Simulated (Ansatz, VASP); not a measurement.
## BaS in VASP and in Ansatz

```xyz
2
Lattice="0.0000 3.2118 3.2118 3.2118 0.0000 3.2118 3.2118 3.2118 0.0000" Properties=species:S:1:pos:R:3 pbc="T T T"
Ba    0.0000    0.0000    0.0000
S     3.2118    3.2118    3.2118
```

Alike in both runs: task single point; functional r2SCAN; k mesh 6 × 6 × 6; no spin polarisation.

|  | VASP | Ansatz |
| --- | --- | --- |
| version | VASP 6.6.1 | Ansatz 0.2.0 |
| potentials or method | VASP PAW PBE potentials, release 64 (Ba_sv, S) | plane waves, PAW |
| plane-wave cutoff (eV) | 520 | 500 |
| occupations | gaussian, width 0.01 eV | fixed |
| valence electrons in the cell | 16 | 16 |

|  | VASP | Ansatz | Ansatz less VASP |
| --- | --- | --- | --- |
| gap on the k mesh at the Fermi level (eV) | 2.49 | 2.58 | +0.087 |

VASP's potentials were made for PBE, not for r2SCAN.

Spin-orbit coupling is off throughout.
